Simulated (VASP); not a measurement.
# BiTe (Pm-3m) in VASP: notebook, part 2 of 2

VASP 6.6.1. The steps go on from the part before.

## Step 4: Single point, LDA

This run uses another cell than the first one, of 26.36 Å³/atom.

Input file INCAR:

```
ALGO = Normal
EDIFF = 1E-6
ENCUT = 520
GGA = CA
ISIF = 2
ISMEAR = -1
LASPH = True
LCHARG = False
LREAL = False
LWAVE = False
NBANDS = 18
NELM = 100
PREC = Accurate
SIGMA = 0.05
```

Input file KPOINTS:

```
k-points
0
Gamma
  6 6 6
```

Input file POSCAR:

```
BiTe
1.0
    3.7497896191      0.0000000000      0.0000000000
    0.0000000000      3.7497896191      0.0000000000
    0.0000000000      0.0000000000      3.7497896191
Bi Te
1 1
Direct
    0.0000000000      0.0000000000      0.0000000000
    0.5000000000      0.5000000000      0.5000000000
```

The run is started by

```console
> cat potpaw_LDA.64/Bi_d/POTCAR potpaw_LDA.64/Te/POTCAR > POTCAR
> mpirun -np 1 vasp_std > vasp.out
```

It took 11 s on 1 thread of Intel Xeon Platinum 8259CL at 2.50GHz (Skylake/Cascade Lake), shared host; peak memory 0.14 GiB.

Results (log left out):

```
Free energy            : -8.2994 eV
Pressure               : 5.2 GPa
Band gap on the k mesh : zero (an odd number of electrons rules out a gap without spin polarisation)
```

Levels at points of the mesh, in eV from the Fermi level:
| k point | band 8 | band 9 | band 10 | band 11 | band 12 | band 13 |
| --- | --- | --- | --- | --- | --- | --- |
| (0.00, 0.00, 0.00) | -2.87 | -2.87 | -2.87 | 2.92 | 2.92 | 4.87 |
| (0.50, 0.00, 0.00) | -1.63 | -0.94 | -0.66 | -0.66 | 0.73 | 0.73 |
| (0.50, 0.50, 0.00) | -6.39 | -6.39 | -0.09 | 1.97 | 3.01 | 3.01 |
| (0.50, 0.50, 0.50) | -3.72 | -3.72 | -3.72 | -3.09 | -3.09 | -3.09 |

Caveat: the cell stands under pressure; spin-orbit coupling is left out, which moves the levels of the heavy elements.

## Step 5: Single point, LDA

This run uses another cell than the first one, of 28.13 Å³/atom.

Input file INCAR:

```
SYSTEM = BiTe
PREC = Accurate
ENCUT = 520
EDIFF = 1E-6
ISMEAR = -1
SIGMA = 0.05
LREAL = .False.
LASPH = .True.
NELM = 60
ALGO = Normal
ISIF = 2
LWAVE = .False.
LCHARG = .False.
NBANDS = 18
```

Input file KPOINTS:

```
Automatic mesh
0
Gamma
  6 6 6
  0 0 0
```

Input file POSCAR:

```
BiTe
1.0
    3.8317217850      0.0000000000      0.0000000000
    0.0000000000      3.8317217850      0.0000000000
    0.0000000000      0.0000000000      3.8317217850
Bi Te
1 1
Direct
    0.0000000000      0.0000000000      0.0000000000
    0.5000000000      0.5000000000      0.5000000000
```

The run is started by

```console
> cat potpaw_LDA.64/Bi_d/POTCAR potpaw_LDA.64/Te/POTCAR > POTCAR
> mpirun -np 1 vasp_std > vasp.out
```

Wall time 12 s (1 thread of Intel Xeon Platinum 8259CL at 2.50GHz (Skylake/Cascade Lake), shared host); peak memory 0.15 GiB.

The run converged. Its results:

* Free energy: -8.3548 eV
* Pressure: 0.0 GPa
* Band gap on the k mesh: zero (an odd number of electrons rules out a gap without spin polarisation)

Levels at points of the mesh, in eV from the Fermi level:
| k point | band 6 | band 7 | band 8 | band 9 | band 10 | band 11 | band 12 | band 13 | band 14 | band 15 |
| --- | --- | --- | --- | --- | --- | --- | --- | --- | --- | --- |
| (0.00, 0.00, 0.00) | -14.18 | -8.41 | -2.66 | -2.66 | -2.66 | 3.09 | 3.09 | 4.43 | 4.43 | 4.43 |
| (0.50, 0.00, 0.00) | -11.87 | -11.85 | -1.71 | -1.02 | -0.63 | -0.63 | 0.73 | 0.73 | 4.70 | 5.83 |
| (0.50, 0.50, 0.00) | -10.86 | -10.78 | -5.92 | -5.92 | -0.11 | 1.83 | 2.85 | 2.85 | 5.67 | 6.05 |
| (0.50, 0.50, 0.50) | -10.30 | -10.05 | -3.44 | -3.44 | -3.44 | -2.80 | -2.80 | -2.80 | 14.19 | 14.19 |

Caveat: spin-orbit coupling is left out, which moves the levels of the heavy elements.

## Step 6: Relaxation of cell and atoms, LDA

This run uses another cell than the first one, of 31.52 Å³/atom.

Input file INCAR:

```
PREC = Accurate
ENCUT = 600
EDIFF = 1E-6
ISMEAR = -1
SIGMA = 0.05
LREAL = False
LASPH = True
NELM = 100
ALGO = Normal
ISIF = 3
LWAVE = False
LCHARG = False
IBRION = 2
NSW = 80
EDIFFG = -0.01
```

Input file KPOINTS:

```
Automatic mesh
0
Gamma
  6 6 6
```

Input file POSCAR:

```
BiTe
1.0
    3.9800000000      0.0000000000      0.0000000000
    0.0000000000      3.9800000000      0.0000000000
    0.0000000000      0.0000000000      3.9800000000
Bi Te
1 1
Direct
    0.0000000000      0.0000000000      0.0000000000
    0.5000000000      0.5000000000      0.5000000000
```

Potentials or basis: VASP PAW LDA potentials, release 64 (Bi_d, Te).

The run is started by

```console
> cat potpaw_LDA.64/Bi_d/POTCAR potpaw_LDA.64/Te/POTCAR > POTCAR
> mpirun -np 1 vasp_std > vasp.out
```

Wall time 25 s (1 thread of Intel Xeon Platinum 8259CL at 2.50GHz (Skylake/Cascade Lake), shared host); peak memory 0.18 GiB.

It converged, with:

```yaml
Free_energy: -8.3552 eV
Relaxed_volume: 28.18 Å³/atom
Relaxed_cell: a = 3.834 Å, b = 3.834 Å, c = 3.834 Å, α = 90.00°, β = 90.00°, γ = 90.00°
Space_group_after_relaxing_to_0.1_Å: Pm-3m (No. 221)
Energy_gained_by_relaxing: 68.7 meV/atom
Ionic_steps: 3
Pressure_after_relaxing: 0.0 GPa
Band_gap_on_the_k_mesh: zero (an odd number of electrons rules out a gap without spin polarisation)
```

Step by step:
| step | energy change (eV) | largest force (eV/Å) | pressure (GPa) | volume (Å³) |
| --- | --- | --- | --- | --- |
| 1 | 0.0000 | 0.0000 | -5.94 | 63.04 |
| 2 | -0.0899 | 0.0000 | 4.79 | 52.98 |
| 3 | -0.1374 | 0.0000 | -0.02 | 56.37 |

Final structure:
```
Bi Te
1.0
     3.83420    0.00000    0.00000
     0.00000    3.83420    0.00000
     0.00000    0.00000    3.83420
Bi Te
1 1
Direct
  0.00000 0.00000 0.00000
  0.50000 0.50000 0.50000
```

Levels at points of the mesh, in eV from the Fermi level:
| k point | band 7 | band 8 | band 9 | band 10 | band 11 | band 12 | band 13 | band 14 |
| --- | --- | --- | --- | --- | --- | --- | --- | --- |
| (0.00, 0.00, 0.00) | -8.42 | -2.66 | -2.66 | -2.66 | 3.09 | 3.09 | 4.41 | 4.41 |
| (0.50, 0.00, 0.00) | -11.84 | -1.71 | -1.02 | -0.63 | -0.63 | 0.72 | 0.72 | 4.70 |
| (0.50, 0.50, 0.00) | -10.78 | -5.91 | -5.91 | -0.11 | 1.82 | 2.84 | 2.84 | 5.67 |
| (0.50, 0.50, 0.50) | -10.05 | -3.43 | -3.43 | -3.43 | -2.79 | -2.79 | -2.79 | 14.17 |

Caveat: spin-orbit coupling is left out, which moves the levels of the heavy elements.

## Step 7: The runs side by side

```csv
task,cell,cutoff (eV),gap on the mesh (eV),pressure (GPa)
single point,"a = 3.594 Å, 2 atoms",520,none,20.3
single point,"a = 3.687 Å, 2 atoms",520,none,10.2
single point,"a = 3.750 Å, 2 atoms",520,none,5.2
single point,"a = 3.832 Å, 2 atoms",520,none,0.0
relaxation of cell and atoms,"relaxed from a = 3.980 Å, 2 atoms",600,none,0.0
```

Alike in all rows: level LDA; potentials or basis VASP PAW LDA potentials, release 64 (Bi_d, Te); no spin polarisation; k mesh 6 × 6 × 6; smearing fermi-dirac 0.05 eV.

Caveats: spin-orbit coupling is left out, which moves the levels of the heavy elements; the cell stands under pressure (at least some runs).

Total energies depend on the potentials used, so only differences within one code and one set of settings carry meaning.
